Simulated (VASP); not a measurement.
# MnO (I4/mmm) in VASP: single point with PBE

Aim: the single point of MnO with PBE.

All numbers are computed with VASP 6.6.1; they aren't measurements. Logs are shortened: lines on timing, memory, paths and dates and some standing lists are left out, and cuts for length are marked.

## (1) The cell of the first run

Symmetry: I4/mmm, No. 139, tetragonal system. The conventional cell has a = 3.271 Å, b = 3.271 Å, c = 4.448 Å, α = 90.00°, β = 90.00°, γ = 90.00°. Mn (site symmetry 4/mmm) has 6 O at 2.22 to 2.31 Å within 2.9 Å. O (site symmetry 4/mmm) has 6 Mn at 2.22 to 2.31 Å within 2.9 Å.

## (2) Single point, PBE, collinear spin, ferromagnetic start

INCAR

```
SYSTEM = MnO
ALGO     = Normal         ! electronic algorithm
EDIFF    = 1E-7           ! SCF threshold, eV
ENCUT    = 520            ! plane-wave cutoff, eV
GGA      = PE             ! functional
ISIF     = 2              ! what is computed and relaxed
ISMEAR   = -1             ! smearing method
ISPIN    = 2              ! spin polarisation
LASPH    = .True.         ! aspherical terms in the spheres
LCHARG   = .True.         ! write CHGCAR
LELF     = .True.         ! ELF
LMAXMIX  = 4              ! l up to which the mixer works
LORBIT   = 11             ! projections on sites
LREAL    = .False.        ! projectors in reciprocal space
LVHAR    = .True.       
LWAVE    = .False.        ! write WAVECAR
MAGMOM   = 4 0            ! initial moments
NBANDS   = 20             ! bands
NELM     = 150            ! most SCF steps
PREC     = Accurate       ! precision mode
SIGMA    = 0.05           ! smearing width, eV
```

KPOINTS

```
k-points
0
Gamma
  8 8 8
  0 0 0
```

POSCAR

```
MnO
1.0
    0.0000000000      2.3128640109      2.2239077028
    2.3128640109      0.0000000000      2.2239077028
    2.3128640109      2.3128640109      0.0000000000
Mn O
1 1
Direct
    0.0000000000      0.0000000000      0.0000000000
    0.5000000000      0.5000000000      0.5000000000
```

Potentials or basis: VASP PAW PBE potentials, release 64 (Mn_pv, O).

The run is started by

```
$ cat potpaw_PBE.64/Mn_pv/POTCAR potpaw_PBE.64/O/POTCAR > POTCAR
$ mpirun -np 1 vasp_std > vasp.out
```

OUTCAR:

```text
SYSTEM = MnO
   EDIFF = 1E-7
   ENCUT = 520
   GGA = PE
   ISIF = 2
   ISMEAR = -1
   ISPIN = 2
   LASPH = .True.
   LORBIT = 11
   LREAL = .False.
   NELM = 150
   PREC = Accurate

 ion  position               nearest neighbor table
   1  0.000  0.000  0.000-   2 2.22   2 2.22   2 2.31   2 2.31   2 2.31   2 2.31
   2  0.500  0.500  0.500-   1 2.22   1 2.22   1 2.31   1 2.31   1 2.31   1 2.31

  LATTYP: Found a body centered tetragonal cell.
 ALAT       =     3.2708836521
 C/A-ratio  =     1.3598207331

  Lattice vectors:

 A1 = (   0.0000000000,  -2.3128640109,  -2.2239077028)
 A2 = (   0.0000000000,   2.3128640109,  -2.2239077028)
 A3 = (   2.3128640109,   0.0000000000,   2.2239077028)

Analysis of symmetry for initial positions (statically):
=====================================================================
 Subroutine PRICEL returns:
 Original cell was already a primitive cell.

 Routine SETGRP: Setting up the symmetry group for a
 body centered tetragonal supercell.

 Subroutine GETGRP returns: Found 16 space group operations
 (whereof 16 operations were pure point group operations)
 out of a pool of 16 trial point group operations.

The static configuration has the point symmetry D_4h.

Analysis of symmetry for dynamics (positions and initial velocities):
=====================================================================
 Subroutine PRICEL returns:
 Original cell was already a primitive cell.

 Routine SETGRP: Setting up the symmetry group for a
 body centered tetragonal supercell.

 Subroutine GETGRP returns: Found 16 space group operations
 (whereof 16 operations were pure point group operations)
 out of a pool of 16 trial point group operations.

The dynamic configuration has the point symmetry D_4h.

Analysis of structural, dynamic, and magnetic symmetry:
=====================================================================
 Subroutine PRICEL returns:
 Original cell was already a primitive cell.

 Routine SETGRP: Setting up the symmetry group for a
 body centered tetragonal supercell.

 Subroutine GETGRP returns: Found 16 space group operations
 (whereof 16 operations were pure point group operations)
 out of a pool of 16 trial point group operations.

The overall configuration has the point symmetry D_4h.

 Subroutine INISYM returns: Found 16 space group operations
 (whereof 16 operations are pure point group operations),
 and found     1 'primitive' translations

----------------------------------------------------------------------------------------

                                     Primitive cell

  volume of cell :      23.7929

  direct lattice vectors                    reciprocal lattice vectors
     0.000000000  2.312864011  2.223907703    -0.216182187  0.216182187  0.224829474
     2.312864011  0.000000000  2.223907703     0.216182187 -0.216182187  0.224829474
     2.312864011  2.312864011  0.000000000     0.216182187  0.216182187 -0.224829474

  length of vectors
     3.208598667  3.208598667  3.270883652     0.379496731  0.379496731  0.379496731

  position of ions in fractional coordinates (direct lattice)
     0.000000000  0.000000000  0.000000000
     0.500000000  0.500000000  0.500000000

  ion indices of the primitive-cell ions
   primitive index   ion index
                 1           1
                 2           2

----------------------------------------------------------------------------------------

 KPOINTS: k-points

Automatic generation of k-mesh.
 Grid dimensions read from file:
 generate k-points for:    8    8    8

 Generating k-lattice:

  Cartesian coordinates                     Fractional coordinates (reciprocal lattice)
    -0.027022773  0.027022773  0.028103684     0.125000000  0.000000000  0.000000000
     0.027022773 -0.027022773  0.028103684     0.000000000  0.125000000  0.000000000
     0.027022773  0.027022773 -0.028103684     0.000000000  0.000000000  0.125000000

  Length of vectors
     0.047437091  0.047437091  0.047437091

  Shift w.r.t. Gamma in fractional coordinates (k-lattice)
     0.000000000  0.000000000  0.000000000

 Subroutine IBZKPT returns following result:
 ===========================================

 Found     59 irreducible k-points:

 Following reciprocal coordinates:
            Coordinates               Weight
  0.000000  0.000000  0.000000      1.000000
  0.125000  0.000000  0.000000      8.000000
  0.250000  0.000000  0.000000      8.000000
  0.375000  0.000000  0.000000      8.000000
  0.500000  0.000000  0.000000      4.000000
  0.125000  0.125000  0.000000      2.000000
[... 16 lines left out ...]
  0.250000  0.000000  0.125000     16.000000
  0.375000  0.000000  0.125000     16.000000
 [... further k-points ...]
   k-points           NKPTS =     59   k-points in BZ     NKDIM =     59   number of bands    NBANDS=     20
   number of dos      NEDOS =    301   number of ions     NIONS =      2
   total plane-waves  NPLWV =  13824
   dimension x,y,z NGX =    24 NGY =   24 NGZ =   24
   dimension x,y,z NGXF=    48 NGYF=   48 NGZF=   48
   ions per type =               1   1
   NGX,Y,Z   is equivalent  to a cutoff of  12.44, 12.44, 12.20 a.u.
   NGXF,Y,Z  is equivalent  to a cutoff of  24.87, 24.87, 24.40 a.u.
 SYSTEM =  MnO
   PREC   = accura    normal or accurate (medium, high low for compatibility)
   ISTART =      0    job   : 0-new  1-cont  2-samecut
   ICHARG =      2    charge: 1-file 2-atom 10-const
   ISPIN  =      2    spin polarized calculation?
   LNONCOLLINEAR =      F non collinear calculations
   LSORBIT =      F    spin-orbit coupling
   LASPH  =      T    aspherical Exc in radial PAW
   ENCUT  =  520.0 eV  38.22 Ry    6.18 a.u.   5.97  5.97  6.08*2*pi/ulx,y,z
   NELM   =    150;   NELMIN=  2; NELMDL= -5     # of ELM steps
   EDIFF  = 0.1E-06   stopping-criterion for ELM
   LREAL  =      F    real-space projection
   EDIFFG = 0.1E-05   stopping-criterion for IOM
   NSW    =      0    number of steps for IOM
   IBRION =     -1    ionic relax: 0-MD 1-quasi-New 2-CG
   NFREE  =      0    steps in history (QN), initial steepest desc. (CG)
   ISIF   =      2    stress and relaxation
   ISYM   =      2    0-nonsym 1-usesym 2-fastsym
   POTIM  = 0.5000    time-step for ionic-motion
   TEBEG  =    0.0;   TEEND  =   0.0 temperature during run
   PSTRESS=    0.0 pullay stress
   NELECT =      19.0000    total number of electrons
   NUPDOWN=      -1.0000    fix difference up-down
   EMIN   =  10.00;   EMAX   =-10.00  energy-range for DOS
   EFERMI =   0.00;   METHOD = LEGACY
   ISMEAR =    -1;   SIGMA  =   0.05  broadening in eV -4-tet -1-fermi 0-gaus
   EFERMI_NEDOS =   21; number of points for ismear=-14 and -15
   IALGO  =     38    algorithm
   IMIX   =      4    mixing-type and parameters
     AMIX     =   0.40;   BMIX     =  1.00
     AMIX_MAG =   1.60;   BMIX_MAG =  1.00
  volume/ion in A,a.u.               =      11.90        80.28
  Fermi-wavevector in a.u.,A,eV,Ry     =   1.518834  2.870181 31.386701  2.306857
  Thomas-Fermi vector in A             =   2.627902
   LORBIT       =     11    0 simple, 1 ext, 2 COOP (PROOUT), +10 PAW based schemes
   GGA     = PE    functional components
   LHFCALC =     F    Hartree Fock is set to
   AEXX    =    0.0000 exact exchange contribution
   IVDW    =     0    specifies the selected vdW correction
   LEPSILON=     F    determine dielectric tensor
   LRPA    =     F    only Hartree local field effects (RPA)
 spin polarized calculation
  energy-cutoff  :      520.00
  volume of cell :       23.79
 maximum number of plane-waves:       652
   NGX = 11   NGY = 11   NGZ = 13

 number of electron      19.0000004 magnetization       4.9066533

 Free energy of the ion-electron system (eV)
  ---------------------------------------------------
  ext. energy  EPLUGINS =         0.00000000
  ---------------------------------------------------
  free energy    TOTEN  =       -16.36226222 eV

  energy without entropy =      -16.35830591  energy(sigma->0) =      -16.36028407

 E-fermi :   6.5588     XC(G=0): -11.4132

 val. band max:        6.5515123434   @ k =   0.5000   0.0000   0.3750
 cond. band min:       6.6010812576   @ k =  -0.2500   0.0000   0.2500
 fundamental gap:      0.0495689142
 Fermi energy:         6.5587694636

 spin component 1

 k-point     1 :       0.0000    0.0000    0.0000
  band No.  band energies     occupation
      1     -43.8518      1.00000
      2     -43.8518      1.00000
      3     -43.8283      1.00000
      4     -13.0242      1.00000
      5       3.1455      1.00000
      6       3.2333      1.00000
[... 12 lines left out ...]
     19      24.4991      0.00000
     20      25.8211      0.00000
[... 507 lines left out ...]
 k-point    24 :       0.3750    0.0000    0.1250
  band No.  band energies     occupation
      1     -43.8798      1.00000
      2     -43.8593      1.00000
      3     -43.8388      1.00000
      4     -12.3921      1.00000
      5      -0.2140      1.00000
      6       1.1949      1.00000
[... 12 lines left out ...]
     19      27.8773      0.00000
     20      29.3940      0.00000

 [... further k-points ...]

 spin component 2

 k-point     1 :       0.0000    0.0000    0.0000
  band No.  band energies     occupation
      1     -39.0665      1.00000
      2     -39.0664      1.00000
      3     -39.0594      1.00000
      4     -12.5909      1.00000
      5       3.4945      1.00000
      6       3.6304      1.00000
[... 12 lines left out ...]
     19      26.8802      0.00000
     20      28.1664      0.00000
[... 507 lines left out ...]
 k-point    24 :       0.3750    0.0000    0.1250
  band No.  band energies     occupation
      1     -39.1062      1.00000
      2     -39.0757      1.00000
      3     -39.0691      1.00000
      4     -11.9814      1.00000
      5       0.6682      1.00000
      6       2.3551      1.00000
[... 12 lines left out ...]
     19      29.2332      0.00000
     20      30.2867      0.00000

 [... further k-points ...]

------------------------ aborting loop because EDIFF is reached ----------------------------------------

  FORCE on cell =-STRESS in cart. coord.  units (eV):
  Direction    XX          YY          ZZ          XY          YZ          ZX
  --------------------------------------------------------------------------------------
  -------------------------------------------------------------------------------------
  Total       -1.1941745     -1.1941745     -1.2102041      0.0000000      0.0000000     -0.0000000
  in kB      -80.4139573    -80.4139573    -81.4933625      0.0000000      0.0000000     -0.0000000
  external PRESSURE =     -80.7737591 kB  Pullay stress =       0.0000000 kB

 VOLUME and BASIS-vectors are now :
 -----------------------------------------------------------------------------
  energy-cutoff  :      520.00
  volume of cell :       23.79
      direct lattice vectors                 reciprocal lattice vectors
     0.000000000  2.312864011  2.223907703    -0.216182187  0.216182187  0.224829474
     2.312864011  0.000000000  2.223907703     0.216182187 -0.216182187  0.224829474
     2.312864011  2.312864011  0.000000000     0.216182187  0.216182187 -0.224829474

 POSITION                                       TOTAL-FORCE (eV/Angst)
 -----------------------------------------------------------------------------------
      0.00000      0.00000      0.00000        -0.000000      0.000000      0.000000
      2.31286      2.31286      2.22391         0.000000     -0.000000      0.000000
 -----------------------------------------------------------------------------------
    total drift:                                0.000000     -0.000000     -0.000000

  FREE ENERGIE OF THE ION-ELECTRON SYSTEM (eV)
  ---------------------------------------------------
  free  energy   TOTEN  =       -16.3622622205 eV

  energy  without entropy=      -16.3583059101  energy(sigma->0) =      -16.36028407

 total charge

# of ion       s       p       d       tot
------------------------------------------
    1        0.192   6.153   4.936  11.281
    2        1.560   3.387   0.000   4.946
--------------------------------------------------
tot          1.752   9.539   4.936  16.228

 magnetization (x)

# of ion       s       p       d       tot
------------------------------------------
    1        0.035   0.024   4.379   4.438
    2        0.027   0.177   0.000   0.204
--------------------------------------------------
tot          0.063   0.201   4.379   4.642
```

It took 20 s on 1 thread of Intel Xeon 6975P-C (Granite Rapids), shared host; peak memory 0.17 GiB.

What came out:

* Free energy: -16.3623 eV
* Pressure: -8.1 GPa
* Net moment: 4.91 μB per cell
* Site moments: Mn +4.44; O +0.20 μB
* Valence electrons inside the program's atomic spheres: Mn 11.28; O 4.95

Stress tensor (GPa, compression positive):
```
-8.04  0.00  0.00
 0.00 -8.04  0.00
 0.00  0.00 -8.15
```

Caveat: a cell with one magnetic atom can't hold antiferromagnetic order, which such compounds often take; semilocal functionals often make such compounds metallic where correlation or magnetic order opens a gap, which also shifts bond lengths. With open d or f shells a metallic result of PBE can be an artefact of self-interaction; +U or a hybrid may open a gap.
